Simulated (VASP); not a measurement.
# AlCu3 (I4mm) in VASP: further runs, part 2 of 2

VASP 6.6.1.

### Step 4. Single point, PBEsol (atoms displaced along a vibrational mode)

Input file INCAR:

```
PREC = Accurate ; ENCUT = 520
EDIFF = 1E-7 ; ISMEAR = 0
SIGMA = 0.15 ; LREAL = False
LASPH = True ; NELM = 80
ALGO = Fast ; ISIF = 2
LWAVE = False ; LCHARG = True
GGA = PS ; LELF = True
LVHAR = True ; NBANDS = 26
```

Input file KPOINTS:

```
Automatic mesh
0
Gamma
  14 14 14
```

Input file POSCAR:

```
AlCu3
1.0
    0.0000000000      2.8834704780      2.8834704780
    2.8834704780      0.0000000000      2.8834704780
    2.8834704780      2.8834704780      0.0000000000
Al Cu
1 3
Direct
   -0.0303453774      0.0303453774      0.0303453774
    0.4980935840      0.5019064160      0.5019064160
    0.2573955094      0.2426044906      0.2426044906
    0.7573955094      0.7426044906      0.7426044906
```

Potentials or basis: VASP PAW PBE potentials, release 64 (Al, Cu).

The run is started by

```
cat potpaw_PBE.64/Al/POTCAR potpaw_PBE.64/Cu/POTCAR > POTCAR
mpirun -np 1 vasp_std > vasp.out
```

OUTCAR:

```text
PREC = Accurate
   ENCUT = 520
   EDIFF = 1E-7
   ISMEAR = 0
   LREAL = False
   LASPH = True
   NELM = 80
   ISIF = 2
   GGA = PS

 ion  position               nearest neighbor table
   1  0.970  0.030  0.030-   4 2.38   4 2.38   3 2.38   3 2.38   4 2.63   3 2.63   3 2.63   4 2.63
                             2 2.72   2 2.89   2 2.89   2 2.89   2 2.89   2 3.05
   2  0.498  0.502  0.502-   3 2.47   4 2.47   3 2.47   4 2.47   3 2.53   4 2.53   4 2.53   3 2.53
                             1 2.72   1 2.89   1 2.89   1 2.89   1 2.89   1 3.05
   3  0.257  0.243  0.243-   1 2.38   1 2.38   2 2.47   2 2.47   2 2.53   2 2.53   1 2.63   1 2.63

[... 900 lines left out ...]
  -------------------------------------------------------------------------------------
  Total        0.4238194      0.8439112      0.8439112      0.0000000      0.0000000      0.0000000
  in kB       14.1616833     28.1988118     28.1988118      0.0000000      0.0000000      0.0000000
  external PRESSURE =      23.5197690 kB  Pullay stress =       0.0000000 kB

 VOLUME and BASIS-vectors are now :
 -----------------------------------------------------------------------------
  energy-cutoff  :      520.00
  volume of cell :       47.95
      direct lattice vectors                 reciprocal lattice vectors
     0.000000000  2.883470478  2.883470478    -0.173402157  0.173402157  0.173402157
     2.883470478  0.000000000  2.883470478     0.173402157 -0.173402157  0.173402157
     2.883470478  2.883470478  0.000000000     0.173402157  0.173402157 -0.173402157

 POSITION                                       TOTAL-FORCE (eV/Angst)
 -----------------------------------------------------------------------------------
      0.17500      2.88347      2.88347        -1.547168      0.000000      0.000000
      2.89446      2.88347      2.88347        -0.206095      0.000000      0.000000
      1.39909      1.44174      1.44174         0.876632     -0.000000     -0.000000
      4.28256      4.32521      4.32521         0.876632      0.000000      0.000000
 -----------------------------------------------------------------------------------
    total drift:                                0.000886      0.000001      0.000001

  FREE ENERGIE OF THE ION-ELECTRON SYSTEM (eV)
  ---------------------------------------------------
  free  energy   TOTEN  =       -17.5575015023 eV

  energy  without entropy=      -17.5451908683  energy(sigma->0) =      -17.55134619
```

OSZICAR:

```text
N       E                     dE             d eps       ncg     rms          rms(c)
DAV:   1     0.249550596488E+03    0.24955E+03   -0.15517E+04 13136   0.217E+03
DAV:   2    -0.313371776691E+01   -0.25268E+03   -0.24150E+03 12692   0.352E+02
DAV:   3    -0.217318741935E+02   -0.18598E+02   -0.17605E+02 14380   0.134E+02
DAV:   4    -0.221537648437E+02   -0.42189E+00   -0.42057E+00 18522   0.235E+01
DAV:   5    -0.221610608203E+02   -0.72960E-02   -0.72951E-02 19378   0.244E+00    0.176E+01
RMM:   6    -0.204702287909E+02    0.16908E+01   -0.45558E+01 14367   0.103E+02    0.118E+01
RMM:   7    -0.175594784462E+02    0.29108E+01   -0.10888E+01 13854   0.533E+01    0.163E+00
RMM:   8    -0.175564740530E+02    0.30044E-02   -0.23076E-01 15646   0.657E+00    0.651E-01
RMM:   9    -0.175575579431E+02   -0.10839E-02   -0.88924E-02 15343   0.269E+00    0.394E-01
RMM:  10    -0.175564510803E+02    0.11069E-02   -0.24130E-02 15216   0.197E+00    0.124E-01
RMM:  11    -0.175573569153E+02   -0.90583E-03   -0.10592E-02 16823   0.852E-01    0.910E-02
RMM:  12    -0.175574285498E+02   -0.71635E-04   -0.20087E-03 17205   0.421E-01    0.374E-02
RMM:  13    -0.175574972169E+02   -0.68667E-04   -0.74034E-04 19036   0.196E-01    0.202E-02
RMM:  14    -0.175575023973E+02   -0.51804E-05   -0.46977E-05 17779   0.655E-02    0.125E-02
RMM:  15    -0.175575020720E+02    0.32526E-06   -0.12422E-05 18458   0.304E-02    0.628E-03
RMM:  16    -0.175575012292E+02    0.84279E-06   -0.20123E-06 16278   0.166E-02    0.461E-03
RMM:  17    -0.175575014894E+02   -0.26016E-06   -0.74311E-07 12666   0.630E-03    0.167E-03
RMM:  18    -0.175575015023E+02   -0.12948E-07   -0.11977E-07  8574   0.499E-03
   1 F= -.17557502E+02 E0= -.17551346E+02  d E =-.123106E-01
```

stdout:

```text
POSCAR found type information on POSCAR AlCu
 POSCAR found :  2 types and       4 ions
 scaLAPACK will be used
 -----------------------------------------------------------------------------
|                                                                             |
|                                                                             |
|     You enforced a specific xc type in the INCAR file but a different       |
|     I HOPE YOU KNOW WHAT YOU ARE DOING!                                     |
|                                                                             |
 -----------------------------------------------------------------------------

 LDA part: xc-table for (Slater+PW92), standard interpolation
 POSCAR, INCAR and KPOINTS ok, starting setup
 FFT: planning ... GRIDC
 FFT: planning ... GRID_SOFT
 FFT: planning ... GRID
 WAVECAR not read
 entering main loop
```

Run time: 3.3 min. Hardware: 1 thread of Intel Xeon 6975P-C (Granite Rapids), shared host; peak memory 0.35 GiB.

Results:

```yaml
Free_energy: -17.5575 eV
Pressure: 2.4 GPa
Largest_force: 1.547 eV/Å
Band_gap_on_the_k_mesh: zero (bands 18 and 19 overlap by 5.54 eV)
```

Forces on the atoms (eV/Å):
```
Al  -1.547  0.000  0.000
Cu  -0.206  0.000  0.000
Cu   0.877  0.000  0.000
Cu   0.877  0.000  0.000
```

Levels at points of the mesh, in eV from the Fermi level:
```csv
k point,band 16,band 17,band 18,band 19,band 20,band 21
"(0.00, 0.00, 0.00)",-2.55,3.39,3.39,3.75,4.05,4.46
"(0.50, 0.00, 0.00)",-2.50,-2.21,2.49,2.51,3.02,3.04
"(0.50, 0.50, 0.00)",-2.36,-2.18,-2.16,-2.16,1.94,2.28
"(0.00, 0.50, 0.50)",-2.40,-2.16,-2.16,-2.14,1.94,2.32
```

Caveat: the cell differs from its parent crystal (atoms displaced along a vibrational mode); the PAW data sets were made with another functional, which shifts forces and pressure a little.

### Step 5. Overview

| cell | further INCAR settings | gap on the mesh (eV) | pressure (GPa) | largest force (eV/Å) |
| --- | --- | --- | --- | --- |
| as given, atomic positions A | ALGO = Fast; EDIFF = 1e-06; NBANDS = 26 | none | 3.0 | 1.77 |
| as given, atomic positions B | ALGO = Fast; EDIFF = 1e-06; NBANDS = 26 | none | 2.0 | 1.33 |
| as given, atomic positions C | ALGO = Fast; EDIFF = 1e-07; NBANDS = 26 | none | 2.4 | 1.55 |

Alike in all rows: task single point; level PBEsol; potentials or basis VASP PAW PBE potentials, release 64 (Al, Cu); no spin polarisation; k mesh 14 × 14 × 14; cutoff (eV) 520; smearing gaussian 0.15 eV.

Caveats: the PAW data sets were made with another functional, which shifts forces and pressure a little; the cell stands under pressure (at least some runs).

Total energies depend on the potentials used, so only differences within one code and one set of settings carry meaning.
